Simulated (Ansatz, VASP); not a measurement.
TiO2 in VASP and in Ansatz

INCAR

```
PREC = Accurate ; ENCUT = 520
EDIFF = 1E-6 ; ISMEAR = -1
SIGMA = 0.05 ; LREAL = F
LASPH = T ; NELM = 60
ALGO = Normal ; ISIF = 2
LWAVE = F ; LCHARG = T
GGA = PE ; LELF = T
LVHAR = T ; NBANDS = 33
```

The input KPOINTS:

```
regular mesh
0
Gamma
  6 6 5
```

The input POSCAR:

```
TiO2
1.0
    2.7060340000     -2.7066550000      0.0000000000
    2.7060340000      2.7066550000      0.0000000000
   -2.6335310000      0.0000000000      4.8925697400
Ti O
2 4
Direct
    0.8658900000      0.1341100000      0.7500000000
    0.1341100000      0.8658900000      0.2500000000
    0.0887550000      0.3312210000      0.1671490000
    0.9112450000      0.6687790000      0.8328510000
    0.6687790000      0.9112450000      0.3328510000
    0.3312210000      0.0887550000      0.6671490000
```

File input.yaml:

```yaml
crystal:
  lattice:
    - [2.706034, -2.706655, 0.0]
    - [2.706034, 2.706655, 0.0]
    - [-2.633531, 0.0, 4.89256974]
  atoms:
    - { symbol: Ti, position: [0.86589, 0.13411, 0.75] }
    - { symbol: Ti, position: [0.13411, 0.86589, 0.25] }
    - { symbol: O, position: [0.088755, 0.331221, 0.167149] }
    - { symbol: O, position: [0.911245, 0.668779, 0.832851] }
    - { symbol: O, position: [0.668779, 0.911245, 0.332851] }
    - { symbol: O, position: [0.331221, 0.088755, 0.667149] }
hamiltonian:
  xc: pbe
  pseudopotentials: { kind: paw }
kpoints:
  mp_grid: { grid: [6, 6, 5] }
scf:
  occupations: { method: fermi_dirac, width: 0.05 }
output:
  forces: true
  stress: true
  eigenvalues: true
```

Alike in both runs: task single point; functional PBE; k mesh 6 × 6 × 5; occupations fermi-dirac, width 0.05 eV; no spin polarisation.

|  | VASP | Ansatz |
| --- | --- | --- |
| version | VASP 6.6.1 | Ansatz 0.2.0 |
| potentials or method | VASP PAW PBE potentials, release 64 (Ti_sv, O) | Ansatz PAW |
| plane-wave cutoff (eV) | 520 | 420 |
| valence electrons in the cell | 48 | 48 |

```csv
,VASP,Ansatz,Ansatz less VASP
gap on the k mesh at the Fermi level (eV),2.02,2.04,+0.022
least direct gap on the mesh (eV),2.37,2.39,+0.020
pressure (GPa),-4.9,-5.5,-0.59
"traceless stress, the component that is largest in VASP (GPa)",-2.18,-2.13,+0.042
rms of the force components (eV/Å),0.187,0.193,+0.0062
```

Atom by atom the forces differ by 0.009 eV/Å (rms over components).

Noted on Ansatz's run: odd divisions of the mesh miss points on the zone boundary, where band edges often lie, so the gap on the mesh can be too wide.
